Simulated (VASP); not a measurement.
A run of VASP 6.6.1:

File INCAR:

```
SYSTEM = NaTl
ALGO = Normal ; EDIFF = 1E-8
ENCUT = 520 ; GGA = PS
ISIF = 2 ; ISMEAR = -1
LASPH = .TRUE. ; LCHARG = .FALSE.
LEFG = .TRUE. ; LREAL = .FALSE.
LWAVE = .FALSE. ; NBANDS = 28
NELM = 80 ; PREC = Accurate
SIGMA = 0.05
```

KPOINTS

```
k-points
0
G
  10 10 10
  0 0 0
```

File POSCAR:

```
NaTl
1.0
    0.0000000000      3.7102301171      3.7102301171
    3.7102301171      0.0000000000      3.7102301171
    3.7102301171      3.7102301171      0.0000000000
Na Tl
2 2
Direct
    0.5000000000      0.5000000000      0.5000000000
    0.7500000000      0.7500000000      0.7500000000
    0.0000000000      0.0000000000      0.0000000000
    0.2500000000      0.2500000000      0.2500000000
```

Potentials or basis: VASP PAW PBE potentials, release 64 (Na_pv, Tl_d).

Command:

```console
$ cat potpaw_PBE.64/Na_pv/POTCAR potpaw_PBE.64/Tl_d/POTCAR > POTCAR
$ mpirun -np 1 vasp_std > vasp.out
```

Hardware: 1 thread of Intel(R) Xeon(R) Platinum 8488C (Sapphire Rapids), with other jobs on the host.

Question: How long does it take, and how much memory?

Answer: Run time: 2.4 min on 1 thread of Intel(R) Xeon(R) Platinum 8488C (Sapphire Rapids), on a shared host, peak memory 0.29 GiB. Counts: scf iterations 14, k points 47.
